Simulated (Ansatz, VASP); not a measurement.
# TaN: VASP beside Ansatz

```
CELL_PARAMETERS angstrom
-2.91504 0.00000 0.00000
0.00000 -5.05622 0.00000
0.00000 0.00000 5.91506
ATOMIC_POSITIONS crystal
Ta 0.50000 0.50000 0.00000
Ta 0.00000 0.00000 0.00000
Ta 0.50000 0.50000 0.50000
Ta 0.00000 0.00000 0.50000
N 0.50000 0.16665 0.25000
N 0.00000 0.66665 0.25000
N 0.00000 0.33335 0.75000
N 0.50000 0.83335 0.75000
```

Alike in both runs: functional PBE; k mesh 12 × 6 × 6; occupations gaussian, width 0.1 eV; no spin polarisation.

Ansatz relaxed the structure, and its values are those at the end. VASP's run is a single point on that final structure, the one shown.

|  | VASP | Ansatz |
| --- | --- | --- |
| version | VASP 6.6.1 | Ansatz 0.2.0 |
| potentials or method | VASP PAW PBE potentials, release 64 (Ta_pv, N), cutoff 600 eV | scalar-relativistic, plane waves, PAW |
| valence electrons in the cell | 64 | 72 |

|  | VASP | Ansatz | Ansatz less VASP |
| --- | --- | --- | --- |
| gap on the k mesh at the Fermi level (eV) | none | none | - |
| pressure (GPa) | 0.6 | 0.0 | -0.59 |

A gap of «none» marks a metal or a gap that the smearing closes. The functional is the same, so the differences come from potentials, cutoffs and numerics. VASP's potentials hold 64 valence electrons a cell and Ansatz's 72, so a difference there can come from the potentials and not from the codes.

Neither program's run includes spin-orbit coupling.
